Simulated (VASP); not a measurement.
# MgO in VASP: notebook

Runs on MgO. Level: PBEsol. Tasks: single point.

Everything below comes from runs of VASP 6.6.1. Logs are shortened: lines on timing, memory, paths and dates and some standing lists are left out, and cuts for length are marked.

### 1 The cell of the first run

The cell holds a slab with vacuum, 24 atoms: a = 5.501 Å, b = 5.501 Å, c = 16.615 Å, α = 90.00°, β = 90.00°, γ = 60.00°.

### 2 Single point, PBEsol

The input, INCAR:

```
SYSTEM = MgO
PREC = Accurate
ENCUT = 520
EDIFF = 1E-7
ISMEAR = -1
SIGMA = 0.02
LREAL = Auto
LASPH = .True.
NELM = 100
ALGO = Normal
ISIF = 2
LWAVE = .False.
LCHARG = .False.
GGA = PS
NBANDS = 66
```

The input, KPOINTS:

```
Automatic mesh
0
Gamma
  2 2 1
  0 0 0
```

The input, POSCAR:

```
MgO
1.0
    5.5012910000      0.0000000000      0.0000000000
    2.7506450000      4.7642580000      0.0000000000
    0.0000000000      0.0000000000     16.6147310000
Mg O
12 12
Direct
    0.0000000000      0.0000000000      0.0601875528
   -0.0000010465      0.4999939130      0.0601875528
    0.4999917292      0.0000000000      0.0601875528
    0.5000088603      0.4999939130      0.0601875528
    0.6926705585      0.6457458853      0.2152607827
    0.6684797593      0.1655242013      0.2043066481
    0.2135114065      0.6465434911      0.2244092908
    0.1525111864      0.1830085608      0.2000453694
    0.3378309585      0.2463762458      0.3494188380
    0.3513579606      1.0079009155      0.4933814457
    0.7602623129      0.5136161812      0.3624494432
    0.9158741192      0.9254956386      0.3698525122
    0.3333407547      0.8333301849      0.1277721559
    0.3333236236      0.3333362719      0.1277721559
    0.8333324839      0.8333301849      0.1277721559
    0.8333335303      0.3333362719      0.1277721559
    1.0036955966      0.5319401258      0.2813587533
    0.9799560744      0.0508158878      0.2701217372
    0.4739835721      0.4752261527      0.2954667157
    0.4886015083      0.0148186769      0.2657761958
    0.4239494803      0.3798492861      0.4977390245
    0.6232883470      0.8723079229      0.4142769450
    0.0558222068      0.1956653061      0.4209096133
    0.2490935263      0.6382735780      0.4916299879
```

Potentials or basis: VASP PAW PBE potentials, release 64 (Mg, O).

Command:

```
$ cat potpaw_PBE.64/Mg/POTCAR potpaw_PBE.64/O/POTCAR > POTCAR
$ mpirun -np 1 vasp_std > vasp.out
```

OUTCAR:

```text
SYSTEM = MgO
   PREC = Accurate
   ENCUT = 520
   EDIFF = 1E-7
   ISMEAR = -1
   LREAL = Auto
   LASPH = .True.
   NELM = 100
   ISIF = 2
   GGA = PS

 ion  position               nearest neighbor table
   1  0.000  0.000  0.060-  16 1.94  15 1.94  13 1.95   3 2.75   4 2.75   2 2.75   2 2.75   4 2.75
                             3 2.75   8 2.82   6 2.87   7 3.21
   2  1.000  0.500  0.060-  16 1.94  14 1.94  15 1.94   4 2.75   1 2.75   3 2.75   1 2.75   3 2.75
                             4 2.75   8 2.77   5 2.96   7 3.23
   3  0.500  0.000  0.060-  13 1.94  14 1.94  15 1.95   1 2.75   2 2.75   4 2.75   4 2.75   2 2.75
                             1 2.75   8 2.85   6 2.88   5 3.08
   4  0.500  0.500  0.060-  16 1.94  13 1.94  14 1.95   2 2.75   1 2.75   3 2.75   3 2.75   1 2.75
                             2 2.75   6 2.88   5 3.04   7 3.05
   5  0.693  0.646  0.215-  17 1.86  20 1.95  16 2.08  15 2.14  13 2.25  19 2.29  11 2.53   8 2.55
                             7 2.64   6 2.72   6 2.80   7 2.87   2 2.96   8 2.97   4 3.04   3 3.08
   6  0.668  0.166  0.204-  18 1.86  20 1.88  15 2.03  16 2.03  14 2.04  19 2.13   7 2.60   8 2.71
                             5 2.72   8 2.79   5 2.80   1 2.87   3 2.88   4 2.88   9 2.92   7 2.95
   7  0.214  0.647  0.224-  19 1.73  17 1.83  18 2.08  13 2.18  14 2.20  15 2.42   6 2.60   5 2.64
                             8 2.76   8 2.83   9 2.85   5 2.87  12 2.89   6 2.95   4 3.05   1 3.21
   8  0.153  0.183  0.200-  18 1.86  20 1.94  16 1.94  14 1.98  13 2.05  17 2.15   5 2.55   6 2.71
                             7 2.76   9 2.77   2 2.77   6 2.79   1 2.82   7 2.83   3 2.85   5 2.97
   9  0.338  0.246  0.349-  20 1.78  19 1.97  17 2.06  23 2.08  22 2.15  21 2.68  10 2.71  11 2.76
                             8 2.77  12 2.78   7 2.85   6 2.92  12 3.28  11 3.32  11 3.51  12 3.57
  10  0.351  0.008  0.493-  22 1.85  23 1.87  21 2.27  24 2.37   9 2.71  11 3.33  12 3.35  12 3.56

  11  0.760  0.514  0.362-  22 1.93  17 1.94  23 1.95  19 2.02   5 2.53  18 2.69   9 2.76  12 2.80
                            12 2.91   9 3.32  10 3.33   8 3.36   6 3.43   9 3.51   7 3.56
  12  0.916  0.925  0.370-  18 1.89  22 1.92  23 2.16  17 2.46  24 2.66  20 2.76   9 2.78  11 2.80
                             7 2.89  11 2.91   6 3.06   9 3.28  10 3.35   5 3.52  10 3.56   9 3.57
  13  0.333  0.833  0.128-   3 1.94   4 1.94   1 1.95   8 2.05   7 2.18   5 2.25
  14  0.333  0.333  0.128-   2 1.94   3 1.94   4 1.95   8 1.98   6 2.04   7 2.20
  15  0.833  0.833  0.128-   2 1.94   1 1.94   3 1.95   6 2.03   5 2.14   7 2.42
  16  0.833  0.333  0.128-   8 1.94   2 1.94   4 1.94   1 1.94   6 2.03   5 2.08
  17  0.004  0.532  0.281-   7 1.83   5 1.86  11 1.94   9 2.06   8 2.15  12 2.46
  18  0.980  0.051  0.270-   6 1.86   8 1.86  12 1.89   7 2.08  11 2.69
  19  0.474  0.475  0.295-   7 1.73   9 1.97  11 2.02   6 2.13   5 2.29
  20  0.489  0.015  0.266-   9 1.78   6 1.88   8 1.94   5 1.95  12 2.76
  21  0.424  0.380  0.498-  24 1.26  10 2.27   9 2.68
  22  0.623  0.872  0.414-  10 1.85  12 1.92  11 1.93   9 2.15
  23  0.056  0.196  0.421-  10 1.87  11 1.95   9 2.08  12 2.16
  24  0.249  0.638  0.492-  21 1.26  10 2.37  12 2.66

  LATTYP: Found a hexagonal cell.
 ALAT       =     5.5012909582
 C/A-ratio  =     3.0201512929

  Lattice vectors:

 A1 = (  -2.7506450000,  -4.7642580000,   0.0000000000)
 A2 = (   5.5012910000,   0.0000000000,   0.0000000000)
 A3 = (   0.0000000000,   0.0000000000,  16.6147310000)

Analysis of symmetry for initial positions (statically):
=====================================================================
 Subroutine PRICEL returns:
 Original cell was already a primitive cell.

 Routine SETGRP: Setting up the symmetry group for a
 hexagonal supercell.

 Subroutine GETGRP returns: Found  1 space group operations
 (whereof  1 operations were pure point group operations)
 out of a pool of 24 trial point group operations.

The static configuration has the point symmetry C_1 .

Analysis of symmetry for dynamics (positions and initial velocities):
[... 47 lines left out ...]
   TEBEG  =    0.0;   TEEND  =   0.0 temperature during run
   PSTRESS=    0.0 pullay stress
   NELECT =      96.0000    total number of electrons
   NUPDOWN=      -1.0000    fix difference up-down
   EMIN   =  10.00;   EMAX   =-10.00  energy-range for DOS
   EFERMI =   0.00;   METHOD = LEGACY
   ISMEAR =    -1;   SIGMA  =   0.02  broadening in eV -4-tet -1-fermi 0-gaus
   EFERMI_NEDOS =   21; number of points for ismear=-14 and -15
   IALGO  =     38    algorithm
   IMIX   =      4    mixing-type and parameters
     AMIX     =   0.40;   BMIX     =  1.00
     AMIX_MAG =   1.60;   BMIX_MAG =  1.00
  volume/ion in A,a.u.               =      18.14       122.44
  Fermi-wavevector in a.u.,A,eV,Ry     =   0.988965  1.868873 13.307197  0.978051
  Thomas-Fermi vector in A             =   2.120529
   LORBIT       =      0    0 simple, 1 ext, 2 COOP (PROOUT), +10 PAW based schemes
   GGA     = PS    functional components
   LHFCALC =     F    Hartree Fock is set to
   AEXX    =    0.0000 exact exchange contribution
   IVDW    =     0    specifies the selected vdW correction
   LEPSILON=     F    determine dielectric tensor
   LRPA    =     F    only Hartree local field effects (RPA)
 non-spin polarized calculation
  energy-cutoff  :      520.00
  volume of cell :      435.46
 maximum number of plane-waves:     11728
 NGX is ok and might be reduce to    42
   NGX = 21   NGY = 21   NGZ = 61

 number of electron      95.9999978 magnetization

 Free energy of the ion-electron system (eV)
  ---------------------------------------------------
  ext. energy  EPLUGINS =         0.00000000
  ---------------------------------------------------
  free energy    TOTEN  =      -125.27016101 eV

  energy without entropy =     -125.23117968  energy(sigma->0) =     -125.25067034

 E-fermi :   0.1812     XC(G=0):  -6.8865

 val. band max:        0.1634957283   @ k =   0.5000   0.0000   0.0000
 cond. band min:       0.1928783686   @ k =   0.0000   0.5000   0.0000
 fundamental gap:      0.0293826403
 Fermi energy:         0.1811504659

 k-point     1 :       0.0000    0.0000    0.0000
  band No.  band energies     occupation
      1     -24.7228      2.00000
      2     -19.5483      2.00000
      3     -18.4569      2.00000
      4     -18.0291      2.00000
      5     -17.7528      2.00000
      6     -17.6266      2.00000
[... 241 lines left out ...]
     59       6.7063      0.00000
     60       6.9163      0.00000
 [bands above 60 left out]

------------------------ aborting loop because EDIFF is reached ----------------------------------------

  FORCE on cell =-STRESS in cart. coord.  units (eV):
  Direction    XX          YY          ZZ          XY          YZ          ZX
  --------------------------------------------------------------------------------------
  -------------------------------------------------------------------------------------
  Total       45.6463478     42.2972646     15.2415734     -7.8436813     -3.3929296      0.5963569
  in kB      167.9435826    155.6215227     56.0773110    -28.8587370    -12.4833811      2.1941363
  external PRESSURE =     126.5474721 kB  Pullay stress =       0.0000000 kB

 VOLUME and BASIS-vectors are now :
 -----------------------------------------------------------------------------
  energy-cutoff  :      520.00
  volume of cell :      435.46
      direct lattice vectors                 reciprocal lattice vectors
     5.501291000  0.000000000  0.000000000     0.181775514 -0.104948118  0.000000000
     2.750645000  4.764258000  0.000000000     0.000000000  0.209896273  0.000000000
     0.000000000  0.000000000 16.614731000     0.000000000  0.000000000  0.060187553

 POSITION                                       TOTAL-FORCE (eV/Angst)
 -----------------------------------------------------------------------------------
      0.00000      0.00000      1.00000        -0.081122     -0.364989     -0.613096
      6.87659      2.38210      1.00000         0.137962      0.376935     -0.760951
      2.75060      0.00000      1.00000         0.027786     -0.231217     -0.560267
      4.12600      2.38210      1.00000        -0.071200      0.237345     -0.720433
      5.58680      3.07650      3.57650        -0.865822      2.365243     -0.746109
      4.13280      0.78860      3.39450        -0.382672     -0.762155      0.594189
[... 16 lines left out ...]
      0.84530      0.93220      6.99330        -0.963521      0.245984      0.051214
      3.12600      3.04090      8.16830        -0.544953      4.792345     -0.307998
 -----------------------------------------------------------------------------------
    total drift:                               -0.001580      0.003705      0.019926

  FREE ENERGIE OF THE ION-ELECTRON SYSTEM (eV)
  ---------------------------------------------------
  free  energy   TOTEN  =      -125.2701610083 eV

  energy  without entropy=     -125.2311796768  energy(sigma->0) =     -125.25067034
```

Run time: 6.5 min. Hardware: 1 thread of Intel Xeon Platinum 8488C (Sapphire Rapids), shared host; peak memory 0.5 GiB.

What came out:

```yaml
Free_energy: -125.2702 eV
Largest_force: 5.156 eV/Å
Band_gap_on_the_k_mesh: zero (bands 48 and 49 overlap by 0.05 eV)
```

Forces on the atoms (eV/Å):
```
Mg  -0.081 -0.365 -0.613
Mg   0.138  0.377 -0.761
Mg   0.028 -0.231 -0.560
Mg  -0.071  0.237 -0.720
Mg  -0.866  2.365 -0.746
Mg  -0.383 -0.762  0.594
Mg  -1.931  4.003 -2.613
Mg   1.188 -1.235  1.509
Mg  -1.149  0.195  1.514
Mg  -0.507 -0.065 -0.005
Mg  -1.092 -0.335  0.827
Mg   1.304 -0.054  0.400
O    0.005 -0.623  0.204
O    0.321  0.643  0.067
O    0.089 -0.368 -0.408
O   -0.365  0.763  0.185
O   -1.076 -0.792  0.846
O    0.193 -1.442 -0.078
O    4.283 -0.498  1.854
O   -0.319 -2.361 -2.016
O    0.621 -4.429  0.235
O    1.178 -0.063  0.543
O   -0.964  0.246  0.051
O   -0.545  4.792 -0.308
```

Levels at points of the mesh, in eV from the Fermi level:
```csv
k point,band 44,band 45,band 46,band 47,band 48,band 49,band 50,band 51,band 52,band 53
"(0.00, 0.00, 0.00)",-0.67,-0.25,-0.14,-0.02,0.03,2.49,2.59,2.70,2.80,3.64
"(0.50, 0.00, 0.00)",-0.54,-0.47,-0.17,-0.10,-0.07,-0.02,2.19,2.20,3.39,4.48
"(0.50, 0.50, 0.00)",-0.66,-0.37,-0.14,-0.10,-0.07,0.02,2.20,2.20,3.05,5.00
"(0.00, 0.50, 0.00)",-0.83,-0.21,-0.17,-0.13,-0.03,0.01,2.19,2.21,3.02,4.72
```

Caveat: the k points lie up to 0.66 Å⁻¹ apart; the atoms stand as in a frame of molecular dynamics; the PAW data sets were made with another functional, which shifts forces and pressure a little.

### 3 Single point, PBEsol

The input, INCAR:

```
SYSTEM = MgO
PREC     = Accurate       ! precision mode
ENCUT    = 520            ! plane-wave cutoff, eV
EDIFF    = 1E-6           ! SCF threshold, eV
ISMEAR   = -1             ! smearing method
SIGMA    = 0.02           ! smearing width, eV
LREAL    = Auto         
LASPH    = .True.         ! aspherical terms in the spheres
NELM     = 60             ! most SCF steps
ALGO     = Normal         ! electronic algorithm
ISIF     = 2              ! what is computed and relaxed
LWAVE    = .False.        ! write WAVECAR
LCHARG   = .False.        ! write CHGCAR
GGA      = PS             ! functional
NBANDS   = 66             ! bands
```

KPOINTS is that of step 2.

The input, POSCAR:

```
MgO
1.0
    5.5012910000      0.0000000000      0.0000000000
    2.7506450000      4.7642580000      0.0000000000
    0.0000000000      0.0000000000     16.6147310000
Mg O
12 12
Direct
    0.0000000000      0.0000000000      0.0601875528
   -0.0000010465      0.4999939130      0.0601875528
    0.4999917292      0.0000000000      0.0601875528
    0.5000088603      0.4999939130      0.0601875528
    0.7149233262      0.6288702249      0.2087123770
    0.6920714090      0.1655661805      0.2145626071
    0.2271923889      0.6382315987      0.2320651475
    0.1815865774      0.1573592362      0.2059618058
    0.2998218322      0.2838217410      0.3679204918
    0.3475742545      1.1836470653      0.5191176433
    0.6892197305      0.6208731769      0.3868795709
    0.8831568386      1.0364468087      0.3983874310
    0.3333407547      0.8333301849      0.1277721559
    0.3333236236      0.3333362719      0.1277721559
    0.8333324839      0.8333301849      0.1277721559
    0.8333335303      0.3333362719      0.1277721559
    1.0378946759      0.4900448296      0.2737691029
    1.0063945502      0.0056462098      0.2831643799
    0.5302235980      0.4542155358      0.3101103473
    0.5218365322     -0.0593586661      0.2616894610
    0.3522895466      0.5249505799      0.4875191780
    0.6234274951      0.9818947672      0.4332239866
    0.0045580647      0.3259689127      0.4482588373
    0.4513402181      0.6994163624      0.4918466631
```

Potentials or basis: VASP PAW PBE potentials, release 64 (Mg, O).

Command:

```
$ cat potpaw_PBE.64/Mg/POTCAR potpaw_PBE.64/O/POTCAR > POTCAR
$ mpirun -np 1 vasp_std > vasp.out
```

Run time: 7.2 min. Hardware: 1 thread of Intel Xeon Platinum 8488C (Sapphire Rapids), shared host; peak memory 0.51 GiB.

It converged, with:

```yaml
Free_energy: -124.8233 eV
Largest_force: 5.445 eV/Å
Band_gap_on_the_k_mesh: zero (bands 48 and 49 overlap by 0.12 eV)
```

Forces in eV/Å, atoms in the order of the input:
```
Mg  -0.136 -0.304 -0.181
Mg   0.324  0.199 -0.345
Mg   0.144 -0.042 -0.078
Mg  -0.250  0.083 -0.302
Mg   0.447  0.013 -0.483
Mg  -1.786 -1.887  0.657
Mg   0.861  2.566 -0.681
Mg   0.114 -0.579  0.863
Mg   0.263 -0.195 -1.878
Mg  -0.792 -0.577 -1.145
Mg  -0.114  0.752 -0.668
Mg   4.904  1.221 -2.027
O   -0.217 -0.761 -0.222
O    0.710  0.208  0.282
O    0.346  0.017 -0.855
O   -0.136 -0.331  0.708
O   -2.096 -1.562  1.919
O    0.821 -0.602  0.265
O    0.153 -0.380 -0.337
O    0.307  3.201  2.747
O   -2.269 -1.331  0.250
O   -2.905  0.223  1.441
O    0.056 -1.480 -0.170
O    1.249  1.548  0.241
```

Levels at points of the mesh, in eV from the Fermi level:
```
           k point  band 45  band 46  band 47  band 48  band 49  band 50  band 51  band 52  band 53  band 54
(0.00, 0.00, 0.00)    -0.16    -0.05     0.02     0.07     1.72     2.57     2.73     2.80     3.43     4.22
(0.50, 0.00, 0.00)    -0.23    -0.20    -0.11    -0.10    -0.05     2.18     2.19     2.50     4.01     4.85
(0.50, 0.50, 0.00)    -0.43    -0.29    -0.16    -0.03     0.00     2.18     2.19     2.43     4.14     4.86
(0.00, 0.50, 0.00)    -0.43    -0.19    -0.13    -0.09     0.00     2.18     2.20     2.40     4.42     4.93
```

Caveat: the k points lie up to 0.66 Å⁻¹ apart; the atoms stand as in a frame of molecular dynamics; the PAW data sets were made with another functional, which shifts forces and pressure a little.

### 4 Single point, PBEsol

The input, INCAR:

```
SYSTEM = MgO
PREC = Accurate
ENCUT = 520
EDIFF = 1E-6
ISMEAR = -1
SIGMA = 0.02
LREAL = Auto
LASPH = .TRUE.
NELM = 100
ALGO = Normal
ISIF = 2
LWAVE = .FALSE.
LCHARG = .FALSE.
GGA = PS
NBANDS = 66
```

The input, KPOINTS:

```
regular mesh
0
G
  2 2 1
  0 0 0
```

The input, POSCAR:

```
MgO
1.0
    5.5012910000      0.0000000000      0.0000000000
    2.7506450000      4.7642580000      0.0000000000
    0.0000000000      0.0000000000     16.6147310000
Mg O
12 12
Direct
    0.0000000000      0.0000000000      0.0601875528
   -0.0000010465      0.4999939130      0.0601875528
    0.4999917292      0.0000000000      0.0601875528
    0.5000088603      0.4999939130      0.0601875528
    0.6698640540      0.7042649663      0.2115893420
    0.6362520355      0.2382322704      0.2184085917
    0.1714901133      0.7118632114      0.2230490521
    0.1177782988      0.1861989842      0.2122152926
    0.3303627685      0.3182447298      0.3510499207
    0.2869083112      1.1962408417      0.5138572511
    0.7002953337      0.7043699145      0.3720252829
    0.9350935194      1.0914816116      0.4117972178
    0.3333407547      0.8333301849      0.1277721559
    0.3333236236      0.3333362719      0.1277721559
    0.8333324839      0.8333301849      0.1277721559
    0.8333335303      0.3333362719      0.1277721559
    0.9664254132      0.5468217716      0.2846811062
    0.9468505822      0.0526419854      0.2889724787
    0.4709593829      0.5519852199      0.2918855563
    0.4457365272      0.0456524395      0.2640728881
    0.2786794323      0.7880345691      0.4877478907
    0.5982956627      1.0725489678      0.4409340121
   -0.0120735491      0.4144192023      0.4374010028
    0.1572028757      0.9548601272      0.5509809337
```

Command:

```
$ cat potpaw_PBE.64/Mg/POTCAR potpaw_PBE.64/O/POTCAR > POTCAR
$ mpirun -np 1 vasp_std > vasp.out
```

Wall time 8.9 min (1 thread of Intel Xeon Platinum 8488C (Sapphire Rapids), shared host); peak memory 0.51 GiB.

It converged, with:

* Free energy: -126.3770 eV
* Largest force: 2.864 eV/Å
* Band gap on the k mesh: zero (bands 48 and 49 overlap by 0.07 eV)

Forces in eV/Å, atoms in the order of the input:
```
Mg  -0.116 -0.123 -0.268
Mg   0.164  0.061 -0.120
Mg   0.019  0.114  0.039
Mg  -0.077  0.071 -0.277
Mg  -0.897  0.425 -0.389
Mg  -1.449 -1.804 -0.287
Mg  -2.613  0.238 -0.095
Mg   1.279  1.404 -0.025
Mg  -0.616  0.728  0.680
Mg   0.781  0.704 -0.965
Mg  -0.578  0.735  0.218
Mg  -0.361 -0.132 -0.396
O   -0.300  0.005  0.529
O    0.076  0.635 -0.194
O    0.602  0.242 -0.269
O   -0.423  0.553  0.703
O    1.407 -0.708 -1.144
O    0.337 -0.624  0.093
O    1.129 -0.469  0.774
O    1.966 -0.430  1.864
O    0.029 -1.380 -2.501
O    0.047 -0.002 -0.877
O    0.328 -1.139  0.289
O   -0.734  0.895  2.619
```

Levels at points of the mesh, in eV from the Fermi level:
| k point | band 44 | band 45 | band 46 | band 47 | band 48 | band 49 | band 50 | band 51 | band 52 | band 53 |
| --- | --- | --- | --- | --- | --- | --- | --- | --- | --- | --- |
| (0.00, 0.00, 0.00) | -0.79 | -0.09 | -0.03 | 0.00 | 0.04 | 2.70 | 2.75 | 2.82 | 2.97 | 3.65 |
| (0.50, 0.00, 0.00) | -0.69 | -0.21 | -0.11 | -0.04 | -0.04 | -0.03 | 2.23 | 2.24 | 3.99 | 4.73 |
| (0.50, 0.50, 0.00) | -0.75 | -0.29 | -0.14 | -0.09 | -0.03 | 0.01 | 2.23 | 2.24 | 3.81 | 5.04 |
| (0.00, 0.50, 0.00) | -0.64 | -0.38 | -0.11 | -0.07 | -0.05 | -0.04 | 2.23 | 2.24 | 3.69 | 5.11 |

Caveat: the k points lie up to 0.66 Å⁻¹ apart; the atoms stand as in a frame of molecular dynamics; the PAW data sets were made with another functional, which shifts forces and pressure a little.

### 5 Summary

| cell | gap on the mesh (eV) | largest force (eV/Å) |
| --- | --- | --- |
| as given, atomic positions A | none | 5.16 |
| as given, atomic positions B | none | 5.44 |
| as given, atomic positions C | none | 2.86 |

Alike in all rows: task single point; level PBEsol; potentials or basis VASP PAW PBE potentials, release 64 (Mg, O); no spin polarisation; k mesh 2 × 2 × 1; cutoff (eV) 520; smearing fermi-dirac 0.02 eV.

Caveats: all runs use coarse meshes; the atoms stand as in a frame of molecular dynamics; the PAW data sets were made with another functional, which shifts forces and pressure a little.

Absolute energies hang on the potentials; compare differences alone.
